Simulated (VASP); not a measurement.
Runs of VASP 6.6.1 on RbBr. It takes space group Fm-3m (No. 225, cubic). The conventional cell has a = 6.922 Å, b = 6.922 Å, c = 6.922 Å, α = 90.00°, β = 90.00°, γ = 90.00°. Rb (site symmetry m-3m) has 6 Br at 3.46 Å within 4.5 Å. Br (site symmetry m-3m) has 6 Rb at 3.46 Å within 4.5 Å. 

```tsv
level	k mesh	share of exact exchange	screening parameter	gap on the mesh (eV)	pressure (GPa)
PBE-based screened hybrid with 10 % exact exchange	4 × 4 × 4	0.1	0.2078 1/Å	4.74	0.5
PBE-based screened hybrid with 10 % exact exchange	4 × 4 × 4	0.1	0.1 1/Å	4.88	0.5
HSE06	2 × 2 × 2	0.25	0.2079 1/Å	(b)	0.4
PBE-based screened hybrid with 30 % exact exchange	4 × 4 × 4	0.3	0.5 1/Å	(a)	0.3
```

Alike in all rows: task single point; potentials or basis VASP PAW PBE potentials, release 64 (Rb_sv, Br); no spin polarisation; cell as given; cutoff (eV) 520; smearing gaussian 0.01 eV.

**Question.** Estimate the missing entries.

**Answer.** (a) 5.00; (b) 5.46.

Caveats: some runs use coarse meshes; the PAW data sets were made with another functional, which shifts forces and pressure a little.

A k mesh can miss the band edges, and the runs leave out spin-orbit coupling on Br, Rb.
